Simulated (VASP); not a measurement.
Input of a VASP 6.6.1 run:

The input INCAR:

```
PREC = Accurate
ENCUT = 520
EDIFF = 1E-7
ISMEAR = 0
SIGMA = 0.15
LREAL = F
LASPH = T
NELM = 80
ALGO = Fast
ISIF = 2
LWAVE = F
LCHARG = T
GGA = PE
LELF = T
LVHAR = T
NBANDS = 10
```

Contents of KPOINTS:

```
Automatic mesh
0
Gamma
  16 16 16
```

POSCAR

```
Na
1.0
   -2.0857375000      2.0857375000      2.1492625000
    2.0857375000     -2.0857375000      2.1492625000
    2.0857375000      2.0857375000     -2.1492625000
Na
1
Direct
    0.0000000000      0.0000000000      0.0000000000
```

Potentials or basis: VASP PAW PBE potentials, release 64 (Na_pv).

Launch:

```console
$ cat potpaw_PBE.64/Na_pv/POTCAR > POTCAR
$ mpirun -np 1 vasp_std > vasp.out
```

Problem. Predict the band gap on the k mesh.

Solution. Zero (an odd number of electrons rules out a gap without spin polarisation).

Problem. Predict the pressure.

Solution. -0.1 GPa.

Caveat: the cell differs from its parent crystal (strain -0.015 along x and y, +0.015 along z).
